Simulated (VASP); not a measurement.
## Mn: single point with PBEsol

Mn:

```
Mn
1.0
     2.45742    0.00000    0.00000
    -1.22871    2.12819    0.00000
     0.00000    0.00000    7.90279
Mn
4
Direct
  0.00000 0.00000 0.00000
  0.00000 0.00000 0.50000
  0.33333 0.66667 0.75000
  0.66667 0.33333 0.25000
```

```yaml
Program: VASP 6.6.1
Task: single point
Functional: PBEsol
Potentials_or_basis: VASP PAW PBE potentials, release 64 (Mn_sv)
Cutoff: 600 eV
k_mesh: 9 × 9 × 2
Occupations: gaussian, width 0.1 eV
Spin: collinear spin, ferrimagnetic start
Starting_moments: "[3.13, 3.13, -2.48, -2.48] μB"
Dipole_correction: no
Second_run: valence_matched
Further_INCAR_settings: ALGO = Normal; EDIFF = 1e-06; NBANDS = 42
```

```yaml
Pressure: -3.4 GPa
Band_gap_on_the_k_mesh: zero (filled and empty bands overlap)
Net_moment: 0.02 μB per cell
Site_moments: Mn +0.09, -0.08 μB
Valence_electrons_inside_the_program's_atomic_spheres: Mn 13.06, 13.05
```

Levels at points of the mesh, in eV from the Fermi level:
Spin up:
```
           k point  band 26  band 27  band 28  band 29  band 30  band 31  band 32  band 33  band 34  band 35
(0.00, 0.00, 0.00)    -1.28    -1.05    -0.79    -0.79    -0.77    -0.77     0.21     0.21     0.74     0.77
(0.00, 0.00, 0.50)    -1.16    -0.96    -0.96    -0.96    -0.96    -0.71    -0.71     0.52     0.52     0.52
```
Spin down:
```tsv
k point	band 27	band 28	band 29	band 30	band 31	band 32	band 33	band 34
(0.00, 0.00, 0.00)	-1.05	-0.85	-0.85	-0.72	-0.72	0.27	0.27	0.68
(0.00, 0.00, 0.50)	-0.97	-0.97	-0.97	-0.97	-0.71	-0.71	0.53	0.53
```

Run time: 4.1 min on 1 thread of AMD EPYC 9R14 (Zen 4), on a shared host, peak memory 0.18 GiB.

Caveat: the k points lie up to 0.40 Å⁻¹ apart; the PAW data sets were made with another functional, which shifts forces and pressure a little.
